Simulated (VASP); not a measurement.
# SnO2 in VASP: further runs

The runs below take SnO2 through single point, with r2SCAN.

All numbers are computed with VASP 6.6.1; they aren't measurements. Logs are shortened: lines on timing, memory, paths and dates and some standing lists are left out, and cuts for length are marked.

## 1. The cell of the first run

It takes space group P4_2/mnm (No. 136, tetragonal). Conventional cell: a = 4.899 Å, b = 4.899 Å, c = 3.234 Å, α = 90.00°, β = 90.00°, γ = 90.00°. Sn (site symmetry mmm) has 6 O at 2.09 to 2.13 Å within 2.8 Å. O (site symmetry m2m) has 3 Sn at 2.09 to 2.13 Å and 1 O at 2.66 Å within 2.8 Å.

## 2. Single point, r2SCAN (12.93 Å³/atom)

File POSCAR:

```
SnO2
1.0
    4.8985528161      0.0000000000      0.0000000000
    0.0000000000      4.8985528161      0.0000000000
    0.0000000000      0.0000000000      3.2341657737
Sn O
2 4
Direct
    0.0000000000      0.0000000000      0.0000000000
    0.5000000000      0.5000000000      0.5000000000
    0.3077391872      0.3077391872      0.0000000000
    0.8077391872      0.1922608128      0.5000000000
    0.1922608128      0.8077391872      0.5000000000
    0.6922608128      0.6922608128      0.0000000000
```

File INCAR.step1:

```
  PREC = Accurate
  ENCUT = 520
  ISMEAR = 0
  SIGMA = 0.05
  LREAL = F
  LASPH = T
  NELM = 60
  NBANDS = 35
  GGA = PE
  ALGO = Normal
  EDIFF = 1E-4
  LWAVE = T
  LCHARG = F
```

File INCAR.step2:

```
  PREC = Accurate
  ENCUT = 520
  EDIFF = 1E-6
  ISMEAR = 0
  SIGMA = 0.05
  LREAL = F
  LASPH = T
  NELM = 60
  ALGO = Normal
  ISIF = 2
  LWAVE = F
  LCHARG = T
  METAGGA = R2SCAN
  LMIXTAU = T
  LELF = T
  LVHAR = T
  NBANDS = 35
  ISTART = 1
```

File KPOINTS:

```
regular mesh
0
Gamma
  6 6 10
```

Potentials or basis: VASP PAW PBE potentials, release 64 (Sn_d, O).

Run with:

```sh
$ cat potpaw_PBE.64/Sn_d/POTCAR potpaw_PBE.64/O/POTCAR > POTCAR
$ cp INCAR.step1 INCAR
$ mpirun -np 1 vasp_std > vasp.out
$ cp INCAR.step2 INCAR
$ mpirun -np 1 vasp_std > vasp.out
```

OUTCAR:

```text
PREC = Accurate
   ENCUT = 520
   EDIFF = 1E-6
   ISMEAR = 0
   LREAL = F
   LASPH = T
   NELM = 60
   ISIF = 2
   METAGGA = R2SCAN
   ISTART = 1

 ion  position               nearest neighbor table
   1  0.000  0.000  0.000-   4 2.09   5 2.09   4 2.09   5 2.09   3 2.13   6 2.13
   2  0.500  0.500  0.500-   3 2.09   6 2.09   3 2.09   6 2.09   5 2.13   4 2.13
   3  0.308  0.308  0.000-   2 2.09   2 2.09   1 2.13
   4  0.808  0.192  0.500-   1 2.09   1 2.09   2 2.13
   5  0.192  0.808  0.500-   1 2.09   1 2.09   2 2.13
   6  0.692  0.692  0.000-   2 2.09   2 2.09   1 2.13

  LATTYP: Found a simple tetragonal cell.
 ALAT       =     4.8985528161
 C/A-ratio  =     0.6602288258

  Lattice vectors:

 A1 = (   4.8985528161,   0.0000000000,   0.0000000000)
 A2 = (   0.0000000000,   4.8985528161,   0.0000000000)
 A3 = (   0.0000000000,   0.0000000000,   3.2341657737)

Analysis of symmetry for initial positions (statically):
=====================================================================
 Subroutine PRICEL returns:
 Original cell was already a primitive cell.

 Routine SETGRP: Setting up the symmetry group for a
 simple tetragonal supercell.

 Subroutine GETGRP returns: Found 16 space group operations
 (whereof  8 operations were pure point group operations)
 out of a pool of 16 trial point group operations.

The static configuration has the point symmetry D_2h.
 The point group associated with its full space group is D_4h.

Analysis of symmetry for dynamics (positions and initial velocities):
=====================================================================
 Subroutine PRICEL returns:
 Original cell was already a primitive cell.

 Routine SETGRP: Setting up the symmetry group for a
 simple tetragonal supercell.

 Subroutine GETGRP returns: Found 16 space group operations
 (whereof  8 operations were pure point group operations)
 out of a pool of 16 trial point group operations.

The dynamic configuration has the point symmetry D_2h.
 The point group associated with its full space group is D_4h.

 Subroutine INISYM returns: Found 16 space group operations
 (whereof  8 operations are pure point group operations),
 and found     1 'primitive' translations

----------------------------------------------------------------------------------------

                                     Primitive cell

  volume of cell :      77.6065

  direct lattice vectors                    reciprocal lattice vectors
     4.898552816  0.000000000  0.000000000     0.204141925  0.000000000  0.000000000
     0.000000000  4.898552816  0.000000000     0.000000000  0.204141925  0.000000000
     0.000000000  0.000000000  3.234165774     0.000000000  0.000000000  0.309198746

  length of vectors
     4.898552816  4.898552816  3.234165774     0.204141925  0.204141925  0.309198746

  position of ions in fractional coordinates (direct lattice)
     0.000000000  0.000000000  0.000000000
     0.500000000  0.500000000  0.500000000
     0.307739187  0.307739187  0.000000000
     0.807739187  0.192260813  0.500000000
     0.192260813  0.807739187  0.500000000
     0.692260813  0.692260813  0.000000000

  ion indices of the primitive-cell ions
   primitive index   ion index
                 1           1
                 2           2
                 3           3
                 4           4
                 5           5
                 6           6

----------------------------------------------------------------------------------------

 KPOINTS: regular mesh

Automatic generation of k-mesh.
 Grid dimensions read from file:
 generate k-points for:    6    6   10

 Generating k-lattice:

  Cartesian coordinates                     Fractional coordinates (reciprocal lattice)
     0.034023654  0.000000000  0.000000000     0.166666667  0.000000000  0.000000000
     0.000000000  0.034023654  0.000000000     0.000000000  0.166666667  0.000000000
     0.000000000  0.000000000  0.030919875     0.000000000  0.000000000  0.100000000

  Length of vectors
     0.034023654  0.034023654  0.030919875

  Shift w.r.t. Gamma in fractional coordinates (k-lattice)
     0.000000000  0.000000000  0.000000000

 Subroutine IBZKPT returns following result:
 ===========================================

 Found     60 irreducible k-points:

 Following reciprocal coordinates:
            Coordinates               Weight
  0.000000  0.000000  0.000000      1.000000
  0.166667  0.000000  0.000000      4.000000
  0.333333  0.000000  0.000000      4.000000
  0.500000  0.000000  0.000000      2.000000
  0.166667  0.166667  0.000000      4.000000
  0.333333  0.166667  0.000000      8.000000
[... 16 lines left out ...]
  0.333333  0.000000  0.200000      8.000000
  0.500000  0.000000  0.200000      4.000000
 [... further k-points ...]
   k-points           NKPTS =     60   k-points in BZ     NKDIM =     60   number of bands    NBANDS=     35
   number of dos      NEDOS =    301   number of ions     NIONS =      6
[... 52 lines left out ...]
   NGX = 19   NGY = 19   NGZ = 13

 number of electron      51.9999980 magnetization

 Free energy of the ion-electron system (eV)
  ---------------------------------------------------
  ext. energy  EPLUGINS =         0.00000000
  ---------------------------------------------------
  free energy    TOTEN  =       -84.46880102 eV

  energy without entropy =      -84.46880102  energy(sigma->0) =      -84.46880102

 E-fermi :   5.0876     XC(G=0): -11.5760

 val. band max:        4.7809450564   @ k =   0.0000   0.0000   0.0000
 cond. band min:       5.9032484529   @ k =   0.0000   0.0000   0.0000
 fundamental gap:      1.1223033965
 Fermi energy:         5.0875549407

 k-point     1 :       0.0000    0.0000    0.0000
  band No.  band energies     occupation
      1     -16.8557      2.00000
      2     -16.1512      2.00000
      3     -15.9033      2.00000
      4     -15.9033      2.00000
      5     -15.8847      2.00000
      6     -15.8055      2.00000
[... 27 lines left out ...]
     34      16.8450      0.00000
     35      17.6101      0.00000

 k-point     2 :       0.1667    0.0000    0.0000
  band No.  band energies     occupation
      1     -16.8171      2.00000
      2     -16.1999      2.00000
      3     -15.9022      2.00000
      4     -15.9022      2.00000
      5     -15.8846      2.00000
      6     -15.8324      2.00000
[... 27 lines left out ...]
     34      16.9301      0.00000
     35      17.5944      0.00000

 k-point     3 :       0.3333    0.0000    0.0000
  band No.  band energies     occupation
      1     -16.7058      2.00000
      2     -16.3458      2.00000
      3     -15.9001      2.00000
      4     -15.9000      2.00000
      5     -15.8838      2.00000
      6     -15.8668      2.00000
[... 27 lines left out ...]
     34      17.2798      0.00000
     35      17.5946      0.00000

 k-point     4 :       0.5000    0.0000    0.0000
  band No.  band energies     occupation
      1     -16.5367      2.00000
      2     -16.5367      2.00000
      3     -15.8989      2.00000
      4     -15.8989      2.00000
      5     -15.8803      2.00000
      6     -15.8803      2.00000
[... 27 lines left out ...]
     34      17.5502      0.00000
     35      17.7882      0.00000

 k-point     5 :       0.1667    0.1667    0.0000
  band No.  band energies     occupation
      1     -16.7867      2.00000
      2     -16.2512      2.00000
      3     -15.9037      2.00000
      4     -15.8999      2.00000
      5     -15.8841      2.00000
      6     -15.8466      2.00000
[... 638 lines left out ...]
 k-point    22 :       0.1667    0.0000    0.2000
  band No.  band energies     occupation
      1     -16.6639      2.00000
      2     -16.2800      2.00000
      3     -16.2087      2.00000
      4     -15.9917      2.00000
      5     -15.8265      2.00000
      6     -15.8119      2.00000
[... 27 lines left out ...]
     34      17.3004      0.00000
     35      17.3339      0.00000

 k-point    23 :       0.3333    0.0000    0.2000
  band No.  band energies     occupation
      1     -16.6028      2.00000
      2     -16.3926      2.00000
      3     -16.1622      2.00000
      4     -16.0306      2.00000
      5     -15.8208      2.00000
      6     -15.8078      2.00000
[... 27 lines left out ...]
     34      17.5198      0.00000
     35      17.5749      0.00000

 k-point    24 :       0.5000    0.0000    0.2000
  band No.  band energies     occupation
      1     -16.5082      2.00000
      2     -16.5082      2.00000
      3     -16.0960      2.00000
      4     -16.0960      2.00000
      5     -15.8132      2.00000
      6     -15.8132      2.00000
[... 27 lines left out ...]
     34      17.5999      0.00000
     35      17.7364      0.00000

 [... further k-points ...]

------------------------ aborting loop because EDIFF is reached ----------------------------------------

  FORCE on cell =-STRESS in cart. coord.  units (eV):
  Direction    XX          YY          ZZ          XY          YZ          ZX
  --------------------------------------------------------------------------------------
  -------------------------------------------------------------------------------------
  Total       -5.2268577     -5.2268577     -4.9286810      0.0000000      0.0000000      0.0000000
  in kB     -107.9079379   -107.9079379   -101.7521108      0.0000000      0.0000000      0.0000000
  external PRESSURE =    -105.8559955 kB  Pullay stress =       0.0000000 kB

 VOLUME and BASIS-vectors are now :
 -----------------------------------------------------------------------------
  energy-cutoff  :      520.00
  volume of cell :       77.61
      direct lattice vectors                 reciprocal lattice vectors
     4.898552816  0.000000000  0.000000000     0.204141925  0.000000000  0.000000000
     0.000000000  4.898552816  0.000000000     0.000000000  0.204141925  0.000000000
     0.000000000  0.000000000  3.234165774     0.000000000  0.000000000  0.309198746

 POSITION                                       TOTAL-FORCE (eV/Angst)
 -----------------------------------------------------------------------------------
      0.00000      0.00000      0.00000         0.000000      0.000000      0.000000
      2.44928      2.44928      1.61708         0.000000      0.000000      0.000000
      1.50748      1.50748      0.00000        -0.026821     -0.026821      0.000000
      3.95675      0.94180      1.61708        -0.026821      0.026821     -0.000000
      0.94180      3.95675      1.61708         0.026821     -0.026821      0.000000
      3.39108      3.39108      0.00000         0.026821      0.026821     -0.000000
 -----------------------------------------------------------------------------------
    total drift:                                0.000000      0.000000      0.000000

  FREE ENERGIE OF THE ION-ELECTRON SYSTEM (eV)
  ---------------------------------------------------
  free  energy   TOTEN  =       -84.4688010225 eV

  energy  without entropy=      -84.4688010225  energy(sigma->0) =      -84.46880102
```

It took 5.7 min on 1 thread of Intel Xeon Platinum 8259CL at 2.50GHz (Skylake/Cascade Lake), shared host; peak memory 0.26 GiB.

What came out:

* Free energy: -84.4688 eV
* Pressure: -10.6 GPa
* Largest force: 0.038 eV/Å
* Band gap on the k mesh: 1.12 eV

Forces in eV/Å, atoms in the order of the input:
```
Sn   0.000  0.000  0.000
Sn   0.000  0.000  0.000
O   -0.027 -0.027  0.000
O   -0.027  0.027  0.000
O    0.027 -0.027  0.000
O    0.027  0.027  0.000
```

Stress tensor (GPa, compression positive):
```
-10.79   0.00   0.00
  0.00 -10.79   0.00
  0.00   0.00 -10.18
```

Caveat: the cell stands under tension; the PAW data sets were made with another functional, which shifts forces and pressure a little; spin-orbit coupling is left out, which moves the levels of the heavy elements.

## 3. Single point, r2SCAN (atom 5 (O) moved 0.05 Å along x)

File POSCAR:

```
SnO2
1.0
    4.7602402987      0.0000000000      0.0000000000
    0.0000000000      4.7602402987      0.0000000000
    0.0000000000      0.0000000000      3.2007837667
Sn O
2 4
Direct
    0.0000000000      0.0000000000      0.0000000000
    0.5000000000      0.5000000000      0.5000000000
    0.3059140393      0.3059140393      0.0000000000
    0.8059140393      0.1940859607      0.5000000000
    0.2045896321      0.8059140393      0.5000000000
    0.6940859607      0.6940859607      0.0000000000
```

File INCAR.step1:

```
SYSTEM = SnO2
PREC     = Accurate       ! precision mode
ENCUT    = 520            ! plane-wave cutoff, eV
ISMEAR   = 0              ! smearing method
SIGMA    = 0.05           ! smearing width, eV
LREAL    = .False.        ! projectors in reciprocal space
LASPH    = .True.         ! aspherical terms in the spheres
NELM     = 60             ! most SCF steps
NBANDS   = 35             ! bands
GGA      = PE             ! functional
ALGO     = Normal         ! electronic algorithm
EDIFF    = 1E-4           ! SCF threshold, eV
LWAVE    = .True.         ! write WAVECAR
LCHARG   = .False.        ! write CHGCAR
```

File INCAR.step2:

```
SYSTEM = SnO2
PREC     = Accurate       ! precision mode
ENCUT    = 520            ! plane-wave cutoff, eV
EDIFF    = 1E-6           ! SCF threshold, eV
ISMEAR   = 0              ! smearing method
SIGMA    = 0.05           ! smearing width, eV
LREAL    = .False.        ! projectors in reciprocal space
LASPH    = .True.         ! aspherical terms in the spheres
NELM     = 60             ! most SCF steps
ALGO     = Normal         ! electronic algorithm
ISIF     = 2              ! what is computed and relaxed
LWAVE    = .False.        ! write WAVECAR
LCHARG   = .False.        ! write CHGCAR
METAGGA  = R2SCAN         ! meta-GGA
LMIXTAU  = .True.       
NBANDS   = 35             ! bands
ISTART   = 1
```

File KPOINTS:

```
regular mesh
0
Gamma
  6 6 10
  0 0 0
```

Potentials or basis: VASP PAW PBE potentials, release 64 (Sn_d, O).

Run with:

```sh
$ cat potpaw_PBE.64/Sn_d/POTCAR potpaw_PBE.64/O/POTCAR > POTCAR
$ cp INCAR.step1 INCAR
$ mpirun -np 1 vasp_std > vasp.out
$ cp INCAR.step2 INCAR
$ mpirun -np 1 vasp_std > vasp.out
```

Wall time 10 min (1 thread of Intel Xeon Platinum 8259CL at 2.50GHz (Skylake/Cascade Lake), shared host); peak memory 0.35 GiB.

It converged, with:

```yaml
Free_energy: -84.6126 eV
Pressure: 0.9 GPa
Largest_force: 0.865 eV/Å
Band_gap_on_the_k_mesh: 1.76 eV
```

Forces on the atoms (eV/Å):
```
Sn   0.238 -0.184  0.000
Sn   0.168 -0.217  0.000
O   -0.041 -0.045  0.000
O    0.107 -0.093  0.000
O   -0.708  0.496  0.000
O    0.236  0.043  0.000
```

Stress tensor (GPa, compression positive):
```
 0.74 -0.34  0.00
-0.34  0.96  0.00
 0.00  0.00  0.95
```

Levels at points of the mesh, in eV from the valence-band top:
| k point | band 23 | band 24 | band 25 | band 26 | band 27 | band 28 | band 29 | band 30 |
| --- | --- | --- | --- | --- | --- | --- | --- | --- |
| (0.00, 0.00, 0.00) | -1.21 | -0.79 | -0.78 | 0.00 | 1.76 | 6.85 | 7.03 | 7.04 |
| (0.50, 0.00, 0.00) | -1.18 | -1.17 | -0.65 | -0.57 | 4.94 | 5.04 | 7.79 | 7.81 |
| (0.00, 0.50, 0.00) | -1.20 | -1.15 | -0.65 | -0.60 | 4.92 | 5.08 | 7.81 | 7.89 |
| (0.50, 0.50, 0.00) | -1.33 | -1.28 | -0.95 | -0.90 | 5.37 | 5.56 | 8.18 | 8.27 |
| (0.00, 0.00, 0.50) | -1.69 | -1.66 | -1.27 | -1.26 | 6.69 | 6.96 | 10.39 | 10.60 |
| (0.50, 0.00, 0.50) | -1.11 | -1.09 | -0.71 | -0.69 | 6.96 | 7.26 | 8.76 | 8.93 |
| (0.00, 0.50, 0.50) | -1.12 | -1.11 | -0.70 | -0.68 | 6.98 | 7.22 | 8.82 | 8.83 |
| (0.50, 0.50, 0.50) | -0.96 | -0.93 | -0.85 | -0.85 | 5.35 | 5.53 | 9.64 | 9.72 |

Caveat: the cell differs from its parent crystal (atom 5 (O) moved 0.05 Å along x); the PAW data sets were made with another functional, which shifts forces and pressure a little; spin-orbit coupling is left out, which moves the levels of the heavy elements.

## 4. Single point, r2SCAN

This run uses another cell than the first one, of 12.09 Å³/atom.

File POSCAR:

```
SnO2
1.0
    4.7602402987      0.0000000000     -0.0476024030
    0.0000000000      4.7602402987      0.0000000000
   -0.0320078377      0.0000000000      3.2007837667
Sn O
2 4
Direct
    0.0000000000      0.0000000000      0.0000000000
    0.5000000000      0.5000000000      0.5000000000
    0.3059140393      0.3059140393      0.0000000000
    0.8059140393      0.1940859607      0.5000000000
    0.1940859607      0.8059140393      0.5000000000
    0.6940859607      0.6940859607      0.0000000000
```

File INCAR.step1:

```
SYSTEM = SnO2
ALGO = Normal
EDIFF = 1E-4
ENCUT = 520
GGA = PE
ISMEAR = 0
LASPH = .TRUE.
LCHARG = .FALSE.
LREAL = .FALSE.
LWAVE = .TRUE.
NBANDS = 35
NELM = 60
PREC = Accurate
SIGMA = 0.05
```

File INCAR.step2:

```
SYSTEM = SnO2
ALGO = Normal
EDIFF = 1E-6
ENCUT = 520
ISIF = 2
ISMEAR = 0
ISTART = 1
LASPH = .TRUE.
LCHARG = .TRUE.
LELF = .TRUE.
LMIXTAU = .TRUE.
LREAL = .FALSE.
LVHAR = .TRUE.
LWAVE = .FALSE.
METAGGA = R2SCAN
NBANDS = 35
NELM = 60
PREC = Accurate
SIGMA = 0.05
```

File KPOINTS:

```
k-points
0
G
  6 6 10
  0 0 0
```

Run with:

```sh
$ cat potpaw_PBE.64/Sn_d/POTCAR potpaw_PBE.64/O/POTCAR > POTCAR
$ cp INCAR.step1 INCAR
$ mpirun -np 1 vasp_std > vasp.out
$ cp INCAR.step2 INCAR
$ mpirun -np 1 vasp_std > vasp.out
```

Run time: 11 min. Hardware: 1 thread of Intel Xeon Platinum 8259CL at 2.50GHz (Skylake/Cascade Lake), shared host; peak memory 0.36 GiB.

The run converged. Its results:

```
Free energy            : -84.6186 eV
Pressure               : 1.2 GPa
Largest force          : 0.116 eV/Å
Band gap on the k mesh : 1.79 eV
```

Forces on the atoms (eV/Å):
```
Sn   0.000  0.000  0.000
Sn   0.000  0.000  0.000
O   -0.025 -0.024 -0.111
O   -0.025  0.024 -0.111
O    0.025 -0.024  0.111
O    0.025  0.024  0.111
```

Stress tensor (GPa, compression positive):
```
0.98 0.00 2.42
0.00 0.96 0.00
2.42 0.00 1.52
```

Levels at points of the mesh, in eV from the valence-band top:
```csv
k point,band 24,band 25,band 26,band 27,band 28,band 29
"(0.00, 0.00, 0.00)",-0.78,-0.78,0.00,1.79,6.81,7.03
"(0.50, 0.00, 0.00)",-1.17,-0.63,-0.63,5.00,5.00,7.80
"(0.00, 0.50, 0.00)",-1.18,-0.62,-0.62,5.00,5.00,7.80
"(0.50, 0.50, 0.00)",-1.30,-0.92,-0.92,5.44,5.44,8.21
"(0.00, 0.00, 0.50)",-1.67,-1.27,-1.27,6.87,6.87,10.51
"(0.50, 0.00, 0.50)",-1.05,-0.74,-0.63,7.14,7.15,8.74
"(0.00, 0.50, 0.50)",-1.11,-0.69,-0.69,7.14,7.14,8.84
"(0.50, 0.50, 0.50)",-0.97,-0.84,-0.84,5.52,5.52,9.64
```

Caveat: the PAW data sets were made with another functional, which shifts forces and pressure a little; spin-orbit coupling is left out, which moves the levels of the heavy elements.

## 5. Overview

```tsv
cell	gap on the mesh (eV)	pressure (GPa)	largest force (eV/Å)
a = 4.899, b = 4.899, c = 3.234 Å, 6 atoms, atomic positions A	1.12	-10.6	0.04
a = 4.760, b = 4.760, c = 3.201 Å, 6 atoms, atomic positions B	1.76	0.9	0.86
a = 4.760, b = 4.760, c = 3.201 Å, angles 90.0, 91.1, 90.0°, 6 atoms, atomic positions C	1.79	1.2	0.12
```

Alike in all rows: task single point; level r2SCAN; potentials or basis VASP PAW PBE potentials, release 64 (Sn_d, O); no spin polarisation; k mesh 6 × 6 × 10; cutoff (eV) 520; smearing gaussian 0.05 eV.

Caveats: the PAW data sets were made with another functional, which shifts forces and pressure a little; spin-orbit coupling is left out, which moves the levels of the heavy elements; the cell stands under tension (at least some runs).

Absolute energies hang on the potentials; compare differences alone.
